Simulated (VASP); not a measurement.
Wanted: the native input for a VASP 6.6.1 run.

| Property | Result |
| --- | --- |
| Task | single point |
| Functional | r2SCAN |
| Potentials or basis | VASP PAW PBE potentials, release 64 (Zn, S) |
| Cutoff | 520 eV |
| k mesh | 8 × 8 × 8 |
| Occupations | gaussian, width 0.05 eV |
| Spin | no spin polarisation |
| Dipole correction | no |
| Further INCAR settings | ALGO = Normal; EDIFF = 1e-07; NBANDS = 16 |

The system is ZnS.

```xyz
2
Lattice="0.0000 2.5965 2.9210 2.5965 0.0000 2.9210 2.5965 2.5965 0.0000" Properties=species:S:1:pos:R:3 pbc="T T T"
Zn    0.0000    0.0000    0.0000
S     3.8947    3.8947    4.3815
```

This cell differs from its parent crystal: strain -0.040 along x and y, +0.080 along z.

One way to write it, as run:

POSCAR

```
ZnS
1.0
    0.0000000000      2.5964640000      2.9210220000
    2.5964640000      0.0000000000      2.9210220000
    2.5964640000      2.5964640000      0.0000000000
Zn S
1 1
Direct
    0.0000000000      0.0000000000      0.0000000000
    0.7500000000      0.7500000000      0.7500000000
```

INCAR.step1

```
SYSTEM = ZnS
  PREC = Accurate
  ENCUT = 520
  ISMEAR = 0
  SIGMA = 0.05
  LREAL = .FALSE.
  LASPH = .TRUE.
  NELM = 60
  NBANDS = 16
  GGA = PE
  ALGO = Normal
  EDIFF = 1E-4
  LWAVE = .TRUE.
  LCHARG = .FALSE.
```

INCAR.step2

```
SYSTEM = ZnS
  PREC = Accurate
  ENCUT = 520
  EDIFF = 1E-7
  ISMEAR = 0
  SIGMA = 0.05
  LREAL = .FALSE.
  LASPH = .TRUE.
  NELM = 60
  ALGO = Normal
  ISIF = 2
  LWAVE = .FALSE.
  LCHARG = .TRUE.
  METAGGA = R2SCAN
  LMIXTAU = .TRUE.
  LELF = .TRUE.
  LVHAR = .TRUE.
  NBANDS = 16
  ISTART = 1
```

KPOINTS

```
regular mesh
0
G
  8 8 8
  0 0 0
```

Potentials or basis: VASP PAW PBE potentials, release 64 (Zn, S).

The run is started by

```console
$ cat potpaw_PBE.64/Zn/POTCAR potpaw_PBE.64/S/POTCAR > POTCAR
$ cp INCAR.step1 INCAR
$ mpirun -np 1 vasp_std > vasp.out
$ cp INCAR.step2 INCAR
$ mpirun -np 1 vasp_std > vasp.out
```

It gave:

The pressure is -0.8 GPa and the band gap on the k mesh is 2.45 eV.

Caveat: the cell differs from its parent crystal (strain -0.040 along x and y, +0.080 along z); the PAW data sets were made with another functional, which shifts forces and pressure a little.

Run time: 6.4 min on 1 thread of Intel Xeon 8259CL (shared host), peak memory 0.19 GiB.
